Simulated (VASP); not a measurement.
Input of a VASP 6.6.1 run:

Contents of POSCAR:

```
Si3NiO8
1.0
    4.5990000000      0.0000000000      0.0000000000
    0.0000000000      4.5990000000      0.0000000000
    0.0000000000      0.0000000000      6.1300000000
Si Ni O
3 1 8
Direct
    0.3396000000      0.3396000000      0.0000000000
    0.1604000000      0.8396000000      0.2500000000
    0.6604000000      0.6604000000      0.5000000000
    0.8396000000      0.1604000000      0.7500000000
    0.2238000000      0.1800000000      0.2164000000
    0.3200000000      0.7238000000      0.4664000000
    0.7762000000      0.8200000000      0.7164000000
    0.6800000000      0.2762000000      0.9664000000
    0.7238000000      0.3200000000      0.5336000000
    0.8200000000      0.7762000000      0.2836000000
    0.2762000000      0.6800000000      0.0336000000
    0.1800000000      0.2238000000      0.7836000000
```

Contents of INCAR.step1:

```
PREC = Accurate
ENCUT = 520
ISMEAR = -1
SIGMA = 0.05
LREAL = False
LASPH = True
NELM = 150
ISPIN = 2
MAGMOM = 0 0 0 0.41 0 0 0 0 0 0 0 0
NUPDOWN = 0.41
LMAXMIX = 4
NBANDS = 51
GGA = PE
ALGO = Normal
EDIFF = 1E-4
LWAVE = True
LCHARG = False
```

Contents of INCAR.step2:

```
PREC = Accurate
ENCUT = 520
EDIFF = 1E-7
ISMEAR = -1
SIGMA = 0.05
LREAL = False
LASPH = True
NELM = 150
ALGO = Normal
ISIF = 2
LWAVE = False
LCHARG = False
ISPIN = 2
MAGMOM = 0 0 0 0.41 0 0 0 0 0 0 0 0
LORBIT = 11
NUPDOWN = 0.41
LMAXMIX = 4
METAGGA = R2SCAN
LMIXTAU = True
NBANDS = 51
ISTART = 1
```

Contents of KPOINTS:

```
Automatic mesh
0
Gamma
  3 3 2
```

Potentials or basis: VASP PAW PBE potentials, release 64 (Si, Ni, O).

The run is started by

```bash
$ cat potpaw_PBE.64/Si/POTCAR potpaw_PBE.64/Ni/POTCAR potpaw_PBE.64/O/POTCAR > POTCAR
$ cp INCAR.step1 INCAR
$ mpirun -np 1 vasp_std > vasp.out
$ cp INCAR.step2 INCAR
$ mpirun -np 1 vasp_std > vasp.out
```

Task: What does it give for the largest force?

Result: 5.650 eV/Å.

Task: What does it give for the pressure?

Result: 26.2 GPa.

Stress tensor (GPa, compression positive):
```
25.09  1.99  1.83
 1.99 25.09  1.83
 1.83  1.83 28.39
```

Caveat: the k points lie up to 0.51 Å⁻¹ apart; the PAW data sets were made with another functional, which shifts forces and pressure a little; the total moment is fixed, so each spin has its own Fermi level.
